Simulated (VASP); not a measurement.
Runs of VASP 6.6.1 on Ge. The structure is that of space group Fd-3m (No. 227), or close to it. The cells are those of the table. 

```tsv
task	cell	cutoff (eV)	smearing	gap on the mesh (eV)	pressure (GPa)	relaxed volume (Å³/atom)
relaxation of cell and atoms	relaxed from a = 4.053 Å, angles 60.0°, 2 atoms	600	fermi-dirac 0.05 eV	none	0.0	(a)
single point	a = 4.073 Å, angles 60.0°, 2 atoms	520	tetrahedron	none	-0.1	-
relaxation of cell and atoms	relaxed from a = 4.053 Å, angles 60.0°, 2 atoms	600	tetrahedron	none	0.0	23.98
single point	a = 4.074 Å, angles 60.0°, 2 atoms	520	fermi-dirac 0.05 eV	none	0.0	-
```

Alike in all rows: level PBE; potentials or basis VASP PAW PBE potentials, release 64 (Ge_d); no spin polarisation; k mesh 10 × 10 × 10.

Estimate the missing entries.

(a) 23.99.

Caveats: tetrahedron occupations give inexact forces and stress in metals (some runs).

A k mesh can miss the band edges, and the runs leave out spin-orbit coupling on Ge.

A gap of «none» marks levels without a gap at the run's occupations.
